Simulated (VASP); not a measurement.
**Ga: single point with r2SCAN**

Crystal: Ga.

```xyz
2
Lattice="2.7598 0.0000 0.0000 0.0000 3.2596 0.0000 -1.3344 0.0000 3.9635" Properties=species:S:1:pos:R:3 pbc="T T T"
Ga   -0.6563    2.4447    3.0526
Ga    2.0816    0.8149    0.9109
```

```yaml
Program: VASP 6.6.1
Task: single point
Functional: r2SCAN
Potentials_or_basis: VASP PAW PBE potentials, release 64 (Ga_d)
Cutoff: 520 eV
k_mesh: 10 × 8 × 7
Occupations: fermi-dirac, width 0.05 eV
Spin: no spin polarisation
Dipole_correction: no
Further_INCAR_settings: ALGO = Normal; EDIFF = 1e-06; NBANDS = 20
```

| Property | Result |
| --- | --- |
| Pressure | 1.2 GPa |
| Largest force | 0.068 eV/Å |
| Band gap on the k mesh | zero (bands 13 and 14 overlap by 8.84 eV) |

Forces on the atoms (eV/Å):
```
Ga  -0.014  0.000 -0.067
Ga   0.014  0.000  0.067
```

Stress tensor (GPa, compression positive):
```
 1.97  0.00 -0.40
 0.00  0.47  0.00
-0.40  0.00  1.18
```

Levels at points of the mesh, in eV from the Fermi level:
| k point | band 11 | band 12 | band 13 | band 14 | band 15 | band 16 |
| --- | --- | --- | --- | --- | --- | --- |
| (0.00, 0.00, 0.00) | -12.16 | -2.37 | -1.32 | 1.87 | 6.04 | 9.84 |
| (0.50, 0.00, 0.00) | -6.64 | -5.66 | -1.63 | 0.41 | 6.57 | 7.06 |
| (0.00, 0.50, 0.00) | -8.33 | -8.33 | 1.75 | 1.75 | 2.99 | 2.99 |
| (0.50, 0.50, 0.00) | -3.10 | -3.10 | -1.82 | -1.82 | 2.25 | 2.25 |

Wall time 100 s on 1 thread of Intel(R) Xeon(R) 6975P-C (Granite Rapids) (shared host), peak memory 0.22 GiB.

Caveat: the PAW data sets were made with another functional, which shifts forces and pressure a little.
